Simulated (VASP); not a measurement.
Set up this calculation in VASP 6.6.1, as the native input.

| Property | Result |
| --- | --- |
| Task | single point |
| Functional | PBE |
| Potentials or basis | VASP PAW PBE potentials, release 64 (Nb_sv, N) |
| Cutoff | 600 eV |
| k mesh | 5 × 7 × 8 |
| Occupations | fermi-dirac, width 0.02 eV |
| Spin | collinear spin |
| Starting moments | [1.0, 1.0, 0.0, 0.0] μB |
| Hubbard terms | Nb d U = 2.7 eV |
| Dipole correction | no |
| Further INCAR settings | ALGO = Normal; EDIFF = 1e-06; NBANDS = 30; ISYM = 0 |

The structure of NbN lies in POSCAR:

```
NbN
1.0
   -2.2050000000     -2.2050000000     -4.4100000000
    2.2050000000     -2.2050000000      0.0000000000
   -2.2050000000     -2.2050000000      0.0000000000
Nb N
2 2
Direct
    0.0000000000      0.0000000000      0.0000000000
    0.5000000000      0.5000000000      0.0000000000
    0.0000000000      0.5000000000      0.5000000000
    0.5000000000      0.0000000000      0.5000000000
```

One way to write it, as run:

INCAR

```
ALGO = Normal
EDIFF = 1E-6
ENCUT = 600
GGA = PE
GGA_COMPAT = False
ISIF = 2
ISMEAR = -1
ISPIN = 2
ISYM = 0
LASPH = True
LCHARG = False
LDAU = True
LDAUJ = 0 0
LDAUL = 2 -1
LDAUPRINT = 1
LDAUTYPE = 2
LDAUU = 2.7 0
LMAXMIX = 4
LORBIT = 11
LREAL = False
LWAVE = False
MAGMOM = 1 1 0 0
NBANDS = 30
NELM = 200
PREC = Accurate
SIGMA = 0.02
```

KPOINTS

```
k-points
0
Gamma
  5 7 8
```

Potentials or basis: VASP PAW PBE potentials, release 64 (Nb_sv, N).

The run is started by

```bash
$ cat potpaw_PBE.64/Nb_sv/POTCAR potpaw_PBE.64/N/POTCAR > POTCAR
$ mpirun -np 1 vasp_std > vasp.out
```

Results of the run:

```json
{"Pressure": "7.8 GPa", "Band gap on the k mesh": "zero (filled and empty bands overlap)", "Net moment": "0.00 μB per cell", "Valence electrons inside the program's atomic spheres": "Nb 10.43; N 3.76"}
```

Caveat: the cell stands under pressure.

Run time: 5.2 min on 1 thread of Intel(R) Xeon(R) Platinum 8488C (Sapphire Rapids), on a shared host, peak memory 0.44 GiB.
